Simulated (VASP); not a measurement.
Si5Mo: single point with PBE

The system is Si5Mo.

```
CELL_PARAMETERS angstrom
2.94911 0.00000 0.00000
-1.47455 2.55400 0.00000
0.00000 0.00000 11.86844
ATOMIC_POSITIONS crystal
Si 0.66667 0.33333 0.83730
Si 0.00000 0.00000 0.67084
Si 0.66667 0.33333 0.50000
Si 0.00000 0.00000 0.32916
Si 0.66667 0.33333 0.16270
Mo 0.00000 0.00000 0.00000
```

The cell was built from a structure type or drawn by symmetry, and may not be a known phase.

| Property | Result |
| --- | --- |
| Program | VASP 6.6.1 |
| Task | single point |
| Functional | PBE |
| Potentials or basis | VASP PAW PBE potentials, release 64 (Si, Mo_sv) |
| Cutoff | 520 eV |
| k mesh | 6 × 6 × 2 |
| Occupations | gaussian, width 0.1 eV |
| Spin | collinear spin |
| Starting moments | [0.0, 0.0, 0.0, 0.0, 0.0, 1.0] μB |

The pressure is 0.1 GPa. The largest force is 0.020 eV/Å. The band gap on the k mesh is zero (filled and empty bands overlap). The net moment is 0.00 μB per cell and the valence electrons inside the program's atomic spheres are Si 1.60, 1.54, 1.55 (each value once); Mo 12.58.

Forces in eV/Å, atoms in the order of the input:
```
Si   0.000  0.000  0.002
Si   0.000  0.000 -0.020
Si   0.000  0.000  0.000
Si   0.000  0.000  0.020
Si   0.000  0.000 -0.002
Mo   0.000  0.000  0.000
```

Levels at points of the mesh, in eV from the Fermi level:
Spin up:
```
           k point  band 15  band 16  band 17  band 18  band 19  band 20
(0.00, 0.00, 0.00)     0.97     0.97     3.18     5.42     5.42     6.21
(0.50, 0.00, 0.00)    -1.84    -1.31    -0.59     1.14     1.49     2.65
(0.00, 0.00, 0.50)     0.97     0.97     2.69     5.48     5.48     6.06
(0.50, 0.00, 0.50)    -1.09    -0.66    -0.59     0.52     1.71     1.87
```
Spin down:
| k point | band 14 | band 15 | band 16 | band 17 | band 18 | band 19 | band 20 | band 21 |
| --- | --- | --- | --- | --- | --- | --- | --- | --- |
| (0.00, 0.00, 0.00) | -0.62 | 0.97 | 0.97 | 3.18 | 5.42 | 5.42 | 6.21 | 6.21 |
| (0.50, 0.00, 0.00) | -2.03 | -1.84 | -1.31 | -0.59 | 1.14 | 1.49 | 2.65 | 2.72 |
| (0.00, 0.00, 0.50) | -0.55 | 0.97 | 0.97 | 2.69 | 5.48 | 5.48 | 6.06 | 6.06 |
| (0.50, 0.00, 0.50) | -3.40 | -1.09 | -0.66 | -0.59 | 0.52 | 1.71 | 1.87 | 2.09 |

Run time: 2.2 min on 1 thread of Intel(R) Xeon(R) 6975P-C (Granite Rapids), on a shared host, peak memory 0.27 GiB.

Caveat: the k points lie up to 0.41 Å⁻¹ apart, too coarse for converged energies and pressures of a metal.
